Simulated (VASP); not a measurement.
Set up this calculation in VASP 6.6.1, as the native input.

```yaml
Task: single point
Functional: PBE
Potentials_or_basis: VASP PAW PBE potentials, release 64 (In_d, As)
Cutoff: 520 eV
k_mesh: 1 × 1 × 14
Occupations: gaussian, width 0.05 eV
Spin: collinear spin
Starting_moments: "[0.5, 0.5] μB"
Dipole_correction: no
Further_INCAR_settings: ALGO = Normal; EDIFF = 1e-06; NBANDS = 20
```

The structure of InAs lies in POSCAR:

```
InAs
1.0
    9.0000000000      0.0000000000      0.0000000000
    0.0000000000      9.3000000000      0.0000000000
    0.0000000000      0.0000000000      5.1068512441
In As
1 1
Direct
    0.5000000000      0.5000000000     -0.0175088542
    0.5000000000      0.5000000000      0.4825088542
```

One way to write it, as run:

INCAR

```
SYSTEM = InAs
PREC = Accurate
ENCUT = 520
EDIFF = 1E-6
ISMEAR = 0
SIGMA = 0.05
LREAL = .FALSE.
LASPH = .TRUE.
NELM = 150
ALGO = Normal
ISIF = 2
LWAVE = .FALSE.
LCHARG = .FALSE.
ISPIN = 2
MAGMOM = 0.5 0.5
LORBIT = 11
GGA = PE
NBANDS = 20
```

KPOINTS

```
regular mesh
0
G
  1 1 14
  0 0 0
```

Potentials or basis: VASP PAW PBE potentials, release 64 (In_d, As).

Launch:

```console
$ cat potpaw_PBE.64/In_d/POTCAR potpaw_PBE.64/As/POTCAR > POTCAR
$ mpirun -np 1 vasp_std > vasp.out
```

Results of the run:

| Quantity | Value |
| --- | --- |
| Net moment | 0.71 μB per cell |
| Site moments | In -0.02; As +0.31 μB |
| Valence electrons inside the program's atomic spheres | In 11.33; As 2.69 |

Run time: 3 min on 1 thread of AMD EPYC 9R14 (Zen 4), with other jobs on the host, peak memory 0.58 GiB.
